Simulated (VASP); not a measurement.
# Sc (Fm-3m) in VASP: further runs, part 2 of 2

VASP 6.6.1.

## 5. Single point, LDA (volume scaled by 0.5)

INCAR reads:

```
PREC = Accurate
ENCUT = 520
EDIFF = 1E-7
ISMEAR = -1
SIGMA = 0.1
LREAL = F
LASPH = T
NELM = 80
ALGO = Normal
ISIF = 2
LWAVE = F
LCHARG = F
NBANDS = 12
```

KPOINTS reads:

```
Automatic mesh
0
Gamma
  15 15 15
```

POSCAR reads:

```
Sc
1.0
    0.0000000000      1.7774975443      1.7774975443
    1.7774975443      0.0000000000      1.7774975443
    1.7774975443      1.7774975443      0.0000000000
Sc
1
Direct
    0.0000000000      0.0000000000      0.0000000000
```

Potentials or basis: VASP PAW LDA potentials, release 64 (Sc_sv).

Command:

```
$ cat potpaw_LDA.64/Sc_sv/POTCAR > POTCAR
$ mpirun -np 1 vasp_std > vasp.out
```

OUTCAR:

```text
PREC = Accurate
   ENCUT = 520
   EDIFF = 1E-7
   ISMEAR = -1
   LREAL = F
   LASPH = T
   NELM = 80
   ISIF = 2

 ion  position               nearest neighbor table
   1  0.000  0.000  0.000-

  LATTYP: Found a face centered cubic cell.
 ALAT       =     3.5549950886

  Lattice vectors:

 A1 = (   0.0000000000,   1.7774975443,   1.7774975443)
 A2 = (   1.7774975443,   0.0000000000,   1.7774975443)
 A3 = (   1.7774975443,   1.7774975443,   0.0000000000)

Analysis of symmetry for initial positions (statically):
[... 5 lines left out ...]
 face centered cubic supercell.

 Subroutine GETGRP returns: Found 48 space group operations
 (whereof 48 operations were pure point group operations)
 out of a pool of 48 trial point group operations.

The static configuration has the point symmetry O_h .

Analysis of symmetry for dynamics (positions and initial velocities):
[... 5 lines left out ...]
 face centered cubic supercell.

 Subroutine GETGRP returns: Found 48 space group operations
 (whereof 48 operations were pure point group operations)
 out of a pool of 48 trial point group operations.

The dynamic configuration has the point symmetry O_h .

 Subroutine INISYM returns: Found 48 space group operations
 (whereof 48 operations are pure point group operations),
 and found     1 'primitive' translations

----------------------------------------------------------------------------------------

                                     Primitive cell

  volume of cell :      11.2320

  direct lattice vectors                    reciprocal lattice vectors
     0.000000000  1.777497544  1.777497544    -0.281294341  0.281294341  0.281294341
     1.777497544  0.000000000  1.777497544     0.281294341 -0.281294341  0.281294341
     1.777497544  1.777497544  0.000000000     0.281294341  0.281294341 -0.281294341

  length of vectors
     2.513761134  2.513761134  2.513761134     0.487216090  0.487216090  0.487216090

  position of ions in fractional coordinates (direct lattice)
     0.000000000  0.000000000  0.000000000

  ion indices of the primitive-cell ions
[... 93 lines left out ...]
     AMIX     =   0.40;   BMIX     =  1.00
     AMIX_MAG =   1.60;   BMIX_MAG =  1.00
  volume/ion in A,a.u.               =      11.23        75.80
  Fermi-wavevector in a.u.,A,eV,Ry     =   1.625749  3.072219 35.960994  2.643058
  Thomas-Fermi vector in A             =   2.718821
   LORBIT       =      0    0 simple, 1 ext, 2 COOP (PROOUT), +10 PAW based schemes
   GGA     = CA    functional components
   LHFCALC =     F    Hartree Fock is set to
   AEXX    =    0.0000 exact exchange contribution
   IVDW    =     0    specifies the selected vdW correction
   LEPSILON=     F    determine dielectric tensor
   LRPA    =     F    only Hartree local field effects (RPA)
 non-spin polarized calculation
  energy-cutoff  :      520.00
  volume of cell :       11.23
 maximum number of plane-waves:       318
   NGX =  9   NGY =  9   NGZ =  9

 number of electron      11.0000003 magnetization

 Free energy of the ion-electron system (eV)
  ---------------------------------------------------
  ext. energy  EPLUGINS =         0.00000000
  ---------------------------------------------------
  free energy    TOTEN  =        -4.25398886 eV

  energy without entropy =       -4.22219576  energy(sigma->0) =       -4.23809231

 E-fermi :   9.5634     XC(G=0): -13.9201

 val. band max:        9.5579869842   @ k =  -0.2000   0.2667   0.0667
 cond. band min:       9.5893909711   @ k =  -0.2000   0.3333   0.1333
 fundamental gap:      0.0314039869
 Fermi energy:         9.5634476756

 k-point     1 :       0.0000    0.0000    0.0000
  band No.  band energies     occupation
      1     -38.6769      2.00000
      2     -15.1782      2.00000
      3     -15.1782      2.00000
      4     -15.1782      2.00000
      5       5.1209      2.00000
      6      11.7639      0.00000
      7      11.7639      0.00000
      8      11.7639      0.00000
      9      15.3231      0.00000
     10      15.3231      0.00000
     11      27.3277      0.00000
     12      34.5184      0.00000
[... 331 lines left out ...]
 k-point    24 :       0.2000    0.1333    0.0000
  band No.  band energies     occupation
      1     -38.2886      2.00000
      2     -16.3652      2.00000
      3     -15.5277      2.00000
      4     -15.4957      2.00000
      5       7.0038      2.00000
      6      10.0695      0.01261
      7      12.6794      0.00000
      8      12.9083      0.00000
      9      13.8342      0.00000
     10      15.8554      0.00000
     11      30.5132      0.00000
     12      30.8531      0.00000

 [... further k-points ...]
[... 5 lines left out ...]
  --------------------------------------------------------------------------------------
  -------------------------------------------------------------------------------------
  Total        7.5741959      7.5741959      7.5741959      0.0000000      0.0000000      0.0000000
  in kB     1080.4137234   1080.4137234   1080.4137234      0.0000000      0.0000000      0.0000000
  external PRESSURE =    1080.4137234 kB  Pullay stress =       0.0000000 kB

 VOLUME and BASIS-vectors are now :
 -----------------------------------------------------------------------------
  energy-cutoff  :      520.00
  volume of cell :       11.23
      direct lattice vectors                 reciprocal lattice vectors
     0.000000000  1.777497544  1.777497544    -0.281294341  0.281294341  0.281294341
     1.777497544  0.000000000  1.777497544     0.281294341 -0.281294341  0.281294341
     1.777497544  1.777497544  0.000000000     0.281294341  0.281294341 -0.281294341

 POSITION                                       TOTAL-FORCE (eV/Angst)
 -----------------------------------------------------------------------------------
      0.00000      0.00000      0.00000         0.000000     -0.000000      0.000000
 -----------------------------------------------------------------------------------
    total drift:                                0.000000     -0.000000     -0.000000

  FREE ENERGIE OF THE ION-ELECTRON SYSTEM (eV)
  ---------------------------------------------------
  free  energy   TOTEN  =        -4.2539888604 eV

  energy  without entropy=       -4.2221957579  energy(sigma->0) =       -4.23809231
```

OSZICAR:

```text
N       E                     dE             d eps       ncg     rms          rms(c)
DAV:   1     0.634881388385E+02    0.63488E+02   -0.51380E+03  3008   0.106E+03
DAV:   2    -0.360551554821E+01   -0.67094E+02   -0.64517E+02  2880   0.285E+02
DAV:   3    -0.446323224261E+01   -0.85772E+00   -0.85035E+00  3628   0.468E+01
DAV:   4    -0.447014315193E+01   -0.69109E-02   -0.69103E-02  3764   0.301E+00
DAV:   5    -0.447021612990E+01   -0.72978E-04   -0.72977E-04  3764   0.272E-01    0.183E+01
DAV:   6    -0.429321903838E+01    0.17700E+00   -0.18839E-01  3428   0.805E+00    0.881E+00
DAV:   7    -0.425565367242E+01    0.37565E-01   -0.67531E-02  4000   0.463E+00    0.120E+00
DAV:   8    -0.425402131999E+01    0.16324E-02   -0.60464E-03  3348   0.117E+00    0.512E-02
DAV:   9    -0.425398606371E+01    0.35256E-04   -0.61002E-05  3796   0.119E-01    0.113E-02
DAV:  10    -0.425398888819E+01   -0.28245E-05   -0.23393E-06  3292   0.150E-02    0.124E-03
DAV:  11    -0.425398886040E+01    0.27792E-07   -0.46150E-08  2332   0.290E-03
   1 F= -.42539889E+01 E0= -.42380923E+01  d E =-.317931E-01
```

Run time: 5.8 s. Hardware: 1 thread of Intel Xeon 6975P-C (Granite Rapids), shared host; peak memory 0.13 GiB.

Results:

```
Free energy : -4.2540 eV
Pressure    : 108.0 GPa
```

Levels at points of the mesh, in eV from the Fermi level:
| k point | band 1 | band 2 | band 3 | band 4 | band 5 | band 6 | band 7 | band 8 | band 9 | band 10 |
| --- | --- | --- | --- | --- | --- | --- | --- | --- | --- | --- |
| (0.00, 0.00, 0.00) | -48.24 | -24.74 | -24.74 | -24.74 | -4.44 | 2.20 | 2.20 | 2.20 | 5.76 | 5.76 |

## 6. Single point, LDA (volume scaled by 0.5)

INCAR reads:

```
PREC = Accurate
ENCUT = 520
EDIFF = 1E-7
ISMEAR = -1
SIGMA = 0.1
LREAL = False
LASPH = True
NELM = 80
ALGO = Normal
ISIF = 2
LWAVE = False
LCHARG = True
GGA = CA
LELF = True
LVHAR = True
NBANDS = 12
```

KPOINTS is that of step 5.

POSCAR is that of step 5.

Potentials or basis: VASP PAW LDA potentials, release 64 (Sc_sv).

Command:

```
$ cat potpaw_LDA.64/Sc_sv/POTCAR > POTCAR
$ mpirun -np 1 vasp_std > vasp.out
```

OUTCAR:

```text
PREC = Accurate
   ENCUT = 520
   EDIFF = 1E-7
   ISMEAR = -1
   LREAL = False
   LASPH = True
   NELM = 80
   ISIF = 2
   GGA = CA

 ion  position               nearest neighbor table
   1  0.000  0.000  0.000-

  LATTYP: Found a face centered cubic cell.
 ALAT       =     3.5549950886

  Lattice vectors:

 A1 = (   0.0000000000,   1.7774975443,   1.7774975443)
 A2 = (   1.7774975443,   0.0000000000,   1.7774975443)
[... 528 lines left out ...]
      2     -16.3652      2.00000
      3     -15.5277      2.00000
      4     -15.4957      2.00000
      5       7.0038      2.00000
      6      10.0695      0.01261
      7      12.6794      0.00000
      8      12.9083      0.00000
      9      13.8342      0.00000
     10      15.8554      0.00000
     11      30.5132      0.00000
     12      30.8531      0.00000

 [... further k-points ...]
[... 5 lines left out ...]
  --------------------------------------------------------------------------------------
  -------------------------------------------------------------------------------------
  Total        7.5741959      7.5741959      7.5741959      0.0000000      0.0000000      0.0000000
  in kB     1080.4137234   1080.4137234   1080.4137234      0.0000000      0.0000000      0.0000000
  external PRESSURE =    1080.4137234 kB  Pullay stress =       0.0000000 kB

 VOLUME and BASIS-vectors are now :
 -----------------------------------------------------------------------------
  energy-cutoff  :      520.00
  volume of cell :       11.23
      direct lattice vectors                 reciprocal lattice vectors
     0.000000000  1.777497544  1.777497544    -0.281294341  0.281294341  0.281294341
     1.777497544  0.000000000  1.777497544     0.281294341 -0.281294341  0.281294341
     1.777497544  1.777497544  0.000000000     0.281294341  0.281294341 -0.281294341

 POSITION                                       TOTAL-FORCE (eV/Angst)
 -----------------------------------------------------------------------------------
      0.00000      0.00000      0.00000         0.000000     -0.000000      0.000000
 -----------------------------------------------------------------------------------
    total drift:                                0.000000     -0.000000     -0.000000

  FREE ENERGIE OF THE ION-ELECTRON SYSTEM (eV)
  ---------------------------------------------------
  free  energy   TOTEN  =        -4.2539888604 eV

  energy  without entropy=       -4.2221957579  energy(sigma->0) =       -4.23809231
```

OSZICAR:

```text
N       E                     dE             d eps       ncg     rms          rms(c)
DAV:   1     0.634881388385E+02    0.63488E+02   -0.51380E+03  3008   0.106E+03
DAV:   2    -0.360551554821E+01   -0.67094E+02   -0.64517E+02  2880   0.285E+02
DAV:   3    -0.446323224261E+01   -0.85772E+00   -0.85035E+00  3628   0.468E+01
DAV:   4    -0.447014315193E+01   -0.69109E-02   -0.69103E-02  3764   0.301E+00
DAV:   5    -0.447021612990E+01   -0.72978E-04   -0.72977E-04  3764   0.272E-01    0.183E+01
DAV:   6    -0.429321903838E+01    0.17700E+00   -0.18839E-01  3428   0.805E+00    0.881E+00
DAV:   7    -0.425565367242E+01    0.37565E-01   -0.67531E-02  4000   0.463E+00    0.120E+00
DAV:   8    -0.425402131999E+01    0.16324E-02   -0.60464E-03  3348   0.117E+00    0.512E-02
DAV:   9    -0.425398606371E+01    0.35256E-04   -0.61002E-05  3796   0.119E-01    0.113E-02
DAV:  10    -0.425398888819E+01   -0.28245E-05   -0.23393E-06  3292   0.150E-02    0.124E-03
DAV:  11    -0.425398886040E+01    0.27792E-07   -0.46150E-08  2332   0.290E-03
   1 F= -.42539889E+01 E0= -.42380923E+01  d E =-.317931E-01
```

Wall time 6.1 s (1 thread of Intel Xeon 6975P-C (Granite Rapids), shared host); peak memory 0.12 GiB.

What came out:

```yaml
Free_energy: -4.2540 eV
Pressure: 108.0 GPa
```

## 7. Summary

```csv
cell,gap on the mesh (eV),pressure (GPa)
"a = 3.167 Å, angles 60.0°, 1 atom",none,0.1
"a = 2.334 Å, angles 60.0°, 1 atom",none,192.1
"a = 2.514 Å, angles 60.0°, 1 atom",none,108.0
```

Alike in all rows: task single point; level LDA; potentials or basis VASP PAW LDA potentials, release 64 (Sc_sv); no spin polarisation; k mesh 15 × 15 × 15; cutoff (eV) 520; smearing fermi-dirac 0.1 eV.

Total energies depend on the potentials used, so only differences within one code and one set of settings carry meaning.
